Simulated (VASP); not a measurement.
Runs of VASP 6.6.1 on TiSe. The structure is that of space group P6_3/mmc (No. 194), or close to it. The cells are those of the table. 

```csv
task,level,potentials or basis,cell,cutoff (eV),gap on the mesh (eV),pressure (GPa),relaxed volume (Å³/atom)
relaxation of cell and atoms,LDA,"VASP PAW LDA potentials, release 64 (Ti_sv, Se)","relaxed from a = 3.559, b = 3.559, c = 6.220 Å, angles 90.0, 90.0, 120.0°, 4 atoms",600,none,-0.1,(a)
relaxation of cell and atoms,PBEsol+D3(BJ),"VASP PAW PBE potentials, release 64 (Ti_sv, Se)","relaxed from a = 3.559, b = 3.559, c = 6.220 Å, angles 90.0, 90.0, 120.0°, 4 atoms",600,none,0.0,(b)
single point,PBEsol,"VASP PAW PBE potentials, release 64 (Ti_sv, Se)","a = 3.367, b = 3.367, c = 6.734 Å, angles 90.0, 90.0, 120.0°, 4 atoms",520,none,0.2,-
single point,LDA,"VASP PAW LDA potentials, release 64 (Ti_sv, Se)","a = 3.339, b = 3.339, c = 6.667 Å, angles 90.0, 90.0, 120.0°, 4 atoms",520,none,0.5,-
relaxation of cell and atoms,PBEsol,"VASP PAW PBE potentials, release 64 (Ti_sv, Se)","relaxed from a = 3.559, b = 3.559, c = 6.220 Å, angles 90.0, 90.0, 120.0°, 4 atoms",600,none,0.0,16.56
```

Alike in all rows: no spin polarisation; k mesh 9 × 9 × 4; smearing fermi-dirac 0.1 eV.

Estimate the missing entries.

(a) 16.16; (b) 15.87.

Caveats: the PAW data sets were made with another functional, which shifts forces and pressure a little (at least some runs).

A k mesh can miss the band edges, and the runs leave out spin-orbit coupling on Se.

A gap of «none» marks levels without a gap at the run's occupations.
